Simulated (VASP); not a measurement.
Wanted: the native input for a VASP 6.6.1 run.

| Quantity | Value |
| --- | --- |
| Task | relaxation of cell and atoms |
| Functional | PBE |
| Potentials or basis | VASP PAW PBE potentials, release 64 (Li_sv, Sm_3), 4f in core |
| Cutoff | 750 eV |
| k mesh | 16 × 16 × 16 |
| Occupations | gaussian, width 0.1 eV |
| Spin | no spin polarisation |
| Dipole correction | no |
| Further INCAR settings | ALGO = Normal; EDIFF = 1e-07; IBRION = 2; EDIFFG = -0.01; NSW = 100; ISIF = 3 |

The structure of LiSm lies in POSCAR:

```
LiSm
1.0
    0.0000000000      3.0958329768      3.0958329768
    3.0958329768      0.0000000000      3.0958329768
    3.0958329768      3.0958329768      0.0000000000
Li Sm
1 1
Direct
    0.5000000000      0.5000000000      0.5000000000
    0.0000000000      0.0000000000      0.0000000000
```

The cell was generated, and may not be a known phase.

The input as run:

INCAR

```
PREC = Accurate
ENCUT = 750
EDIFF = 1E-7
ISMEAR = 0
SIGMA = 0.1
LREAL = F
LASPH = T
NELM = 200
ALGO = Normal
ISIF = 3
LWAVE = F
LCHARG = F
GGA = PE
IBRION = 2
NSW = 100
EDIFFG = -0.01
GGA_COMPAT = F
NELMIN = 4
LMAXMIX = 6
```

KPOINTS

```
regular mesh
0
Gamma
  16 16 16
```

Potentials or basis: VASP PAW PBE potentials, release 64 (Li_sv, Sm_3), 4f in core.

The run is started by

```sh
$ cat potpaw_PBE.64/Li_sv/POTCAR potpaw_PBE.64/Sm_3/POTCAR > POTCAR
$ mpirun -np 1 vasp_std > vasp.out
```

It gave:

| Property | Result |
| --- | --- |
| Relaxed volume | 29.76 Å³/atom |
| Relaxed cell | a = 4.383 Å, b = 4.383 Å, c = 4.383 Å, α = 60.00°, β = 60.00°, γ = 60.00° |
| Space group after relaxing (to 0.1 Å) | Fm-3m (No. 225) |
| Energy gained by relaxing | 0.0 meV/atom |
| Ionic steps | 2 |
| Pressure after relaxing | 0.0 GPa |
| Band gap on the k mesh | zero (bands 7 and 8 overlap by 1.42 eV) |

Caveat: spin-orbit coupling is left out, which moves the levels of the heavy elements; the 4f electrons are frozen in the core, so they carry no moment and show no levels.

Wall time 2.3 min on 1 thread of AMD EPYC 9R45 96-Core Processor (Zen 5) (shared host), peak memory 0.35 GiB.
